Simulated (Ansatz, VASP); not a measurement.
## One calculation of Sb, two programs

POSCAR

```
Sb
1.0
   -1.5765401831      1.5765401831      2.7119384313
    1.5765401831     -1.5765401831      2.7119384313
    1.5765401831      1.5765401831     -2.7119384313
Sb
1
Direct
    0.0000000000      0.0000000000      0.0000000000
```

The input INCAR.step1:

```
SYSTEM = Sb
PREC = Accurate
ENCUT = 520
EDIFF = 1E-5
ISMEAR = -1
SIGMA = 0.05
LREAL = .False.
LASPH = .True.
NELM = 100
ALGO = Normal
ISIF = 2
LWAVE = .True.
NBANDS = 8
GGA = PE
```

File INCAR.step2:

```
SYSTEM = Sb
PREC = Accurate
ENCUT = 520
EDIFF = 1E-6
ISMEAR = -1
SIGMA = 0.05
LREAL = .False.
LASPH = .True.
NELM = 100
ALGO = Normal
ISIF = 2
LWAVE = .False.
LCHARG = .True.
GGA = PE
LHFCALC = .True.
AEXX = 0.25
PRECFOCK = Normal
LELF = .True.
LVHAR = .True.
NBANDS = 8
ISTART = 1
```

The input KPOINTS:

```
regular mesh
0
Gamma
  6 6 6
  0 0 0
```

The input input.yaml:

```yaml
crystal:
  lattice:
    - [-1.5765401831, 1.5765401831, 2.7119384313]
    - [1.5765401831, -1.5765401831, 2.7119384313]
    - [1.5765401831, 1.5765401831, -2.7119384313]
  atoms:
    - { symbol: Sb, position: [0.0, 0.0, 0.0] }
hamiltonian:
  xc: pbe0
  pseudopotentials: { kind: paw }
kpoints:
  mp_grid: { grid: [6, 6, 6] }
scf:
  occupations: { method: fermi_dirac, width: 0.05 }
output:
  forces: true
  stress: true
  eigenvalues: true
```

Alike in both runs: task single point; functional PBE0; k mesh 6 × 6 × 6; occupations fermi-dirac, width 0.05 eV; no spin polarisation.

|  | VASP | Ansatz |
| --- | --- | --- |
| version | VASP 6.6.1 | Ansatz 0.2.0 |
| potentials or method | VASP PAW PBE potentials, release 64 (Sb) | Ansatz PAW |
| plane-wave cutoff (eV) | 520 | 420 |
| valence electrons in the cell | 5 | 15 |

|  | VASP | Ansatz | Ansatz less VASP |
| --- | --- | --- | --- |
| gap on the k mesh at the Fermi level (eV) | none | none | - |
| pressure (GPa) | -1.9 | -0.7 | +1.21 |
| traceless stress, the component that is largest in VASP (GPa) | -1.68 | -1.94 | -0.260 |

A gap of «none» marks a metal or a gap that the smearing closes. The functional is the same, so the differences come from potentials, cutoffs and numerics. VASP's potentials hold 5 valence electrons a cell and Ansatz's 15, so a difference there can come from the potentials and not from the codes.

The k mesh is coarse, so the values compare programs but aren't converged. Neither program's run includes spin-orbit coupling.
